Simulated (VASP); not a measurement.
A run of VASP 6.6.1:

Contents of POSCAR:

```
As
1.0
    3.6188152177      0.0000000000      0.0000000000
   -1.8094076088      3.1339859101      0.0000000000
    0.0000000000      0.0000000000     22.5000000000
As
2
Direct
    0.6666666667      0.3333333333      0.6187340410
    0.0000000000      0.0000000000      0.6790868125
```

The input INCAR.step1:

```
PREC = Accurate ; ENCUT = 440
ISMEAR = 0 ; SIGMA = 0.04
LREAL = F ; LASPH = T
NELM = 120 ; LDIPOL = T
IDIPOL = 3 ; DIPOL = 0.5 0.5 0.649
NBANDS = 22 ; GGA = PE
ALGO = Normal ; EDIFF = 1E-5
LWAVE = T ; LCHARG = F
GGA_COMPAT = F ; NELMDL = -8
```

INCAR.step2

```
PREC = Accurate ; ENCUT = 440
EDIFF = 1E-6 ; ISMEAR = 0
SIGMA = 0.04 ; LREAL = F
LASPH = T ; NELM = 120
ALGO = Normal ; ISIF = 2
LWAVE = F ; LCHARG = F
LDIPOL = T ; IDIPOL = 3
DIPOL = 0.5 0.5 0.649 ; METAGGA = R2SCAN
LMIXTAU = T ; LUSE_VDW = T
IVDW_NL = 2 ; BPARAM = 11.95
CPARAM = 0.0093 ; NBANDS = 22
ISTART = 1 ; GGA_COMPAT = F
```

File KPOINTS:

```
regular mesh
0
Gamma
  12 12 1
```

Potentials or basis: VASP PAW PBE potentials, release 64 (As_d).

Launch:

```console
$ cat potpaw_PBE.64/As_d/POTCAR > POTCAR
$ cp INCAR.step1 INCAR
$ mpirun -np 1 vasp_std > vasp.out
$ cp INCAR.step2 INCAR
$ mpirun -np 1 vasp_std > vasp.out
```

Hardware: 1 thread of Intel(R) Xeon(R) Platinum 8259CL CPU @ 2.50GHz (Skylake/Cascade Lake), on a shared host.

Question: Estimate the wall time of this run.

Answer: Wall time 17 min on 1 thread of Intel(R) Xeon(R) Platinum 8259CL CPU @ 2.50GHz (Skylake/Cascade Lake) (shared host), peak memory 0.83 GiB. Counts: k points 19.
